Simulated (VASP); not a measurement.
Ni2Pt:

```
CELL_PARAMETERS angstrom
2.57448 0.00000 0.00000
-1.28724 2.22956 0.00000
0.00000 0.00000 6.30616
ATOMIC_POSITIONS crystal
Ni 0.33333 0.66667 0.66667
Ni 0.66667 0.33333 0.33333
Pt 0.00000 0.00000 0.00000
```

- Program: VASP 6.6.1
- Task: relaxation of cell and atoms
- Functional: PBE
- Potentials or basis: VASP PAW PBE potentials, release 64 (Ni, Pt)
- Cutoff: 600 eV
- k mesh: 6 × 6 × 4
- Occupations: gaussian, width 0.1 eV
- Spin: collinear spin, ferromagnetic start
- Starting moments: [2.0, 2.0, 0.0] μB

At the start: pressure 18.0 GPa; volume 12.07 Å³/atom.

Problem. How do energy, volume and symmetry change on relaxing?

Solution. Over 11 steps the energy falls by 87.3 meV/atom and the volume is 12.80 Å³/atom (+6.1 %); space group P-3m1 (No. 164, to 0.05 Å); moment 1.66 μB per cell.

Step by step:
| step | energy change (eV) | largest force (eV/Å) | pressure (GPa) | volume (Å³) |
| --- | --- | --- | --- | --- |
| 1 | 0.0000 | 1.2578 | 18.04 | 36.20 |
| 2 | 0.1165 | 0.1683 | -19.48 | 43.75 |
| 3 | -0.2034 | 0.6511 | -3.12 | 39.25 |
| 4 | -0.2037 | 0.6656 | -2.61 | 39.15 |
| 5 | -0.2517 | 0.3601 | -0.73 | 38.60 |
| 6 | -0.2599 | 0.1118 | 0.72 | 38.27 |
| 7 | -0.2599 | 0.1264 | 0.65 | 38.29 |
| 8 | -0.2616 | 0.0274 | -0.60 | 38.52 |
| 9 | -0.2618 | 0.0023 | -0.42 | 38.48 |
| 10 | -0.2618 | 0.0234 | 0.45 | 38.33 |
| 11 | -0.2619 | 0.0103 | 0.06 | 38.41 |

Final structure:
```cif
data_structure
_symmetry_space_group_name_H-M 'P 1'
_symmetry_Int_Tables_number 1
_cell_length_a 2.6661
_cell_length_b 2.6661
_cell_length_c 6.2389
_cell_angle_alpha 90.000
_cell_angle_beta 90.000
_cell_angle_gamma 120.000
_cell_volume 38.41
loop_
_atom_site_label
_atom_site_type_symbol
_atom_site_fract_x
_atom_site_fract_y
_atom_site_fract_z
_atom_site_occupancy
Ni1 Ni 0.33333 0.66667 0.65333 1
Ni2 Ni 0.66667 0.33333 0.34667 1
Pt1 Pt 0.00000 0.00000 0.00000 1
```

Caveat: the k points lie up to 0.45 Å⁻¹ apart in the final cell.
